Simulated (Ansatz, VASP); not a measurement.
# AlGa3P4: VASP beside Ansatz

```
CELL_PARAMETERS angstrom
-2.75363 2.75363 5.50708
2.75363 -2.75363 5.50708
2.75363 2.75363 -5.50708
ATOMIC_POSITIONS crystal
Al 0.50000 0.50000 0.00000
Ga 0.00000 0.00000 0.00000
Ga 0.25000 0.75000 0.50000
Ga 0.75000 0.25000 0.50000
P 0.12565 0.12565 0.50078
P 0.37513 0.87435 0.00000
P 0.62487 0.62487 0.49922
P 0.87435 0.37513 0.00000
```

Alike in both runs: functional PBE; k mesh 8 × 8 × 8; occupations gaussian, width 0.02 eV; no spin polarisation.

Ansatz relaxed the structure, and its values are those at the end. VASP's run is a single point on that final structure, the one shown.

|  | VASP | Ansatz |
| --- | --- | --- |
| version | VASP 6.6.1 | Ansatz 0.2.0 |
| potentials or method | VASP PAW PBE potentials, release 64 (Al, Ga_d, P), cutoff 520 eV | scalar-relativistic, plane waves, PAW |
| valence electrons in the cell | 62 | 62 |

VASP gave:

- gap on the k mesh at the Fermi level (eV): 1.63
- least direct gap on the mesh (eV): 1.71
- pressure (GPa): 0.0

Which values does Ansatz return?

gap on the k mesh at the Fermi level (eV): 1.63; least direct gap on the mesh (eV): 1.72; pressure (GPa): 0.0.

The functional is the same, so the differences come from potentials, cutoffs and numerics.
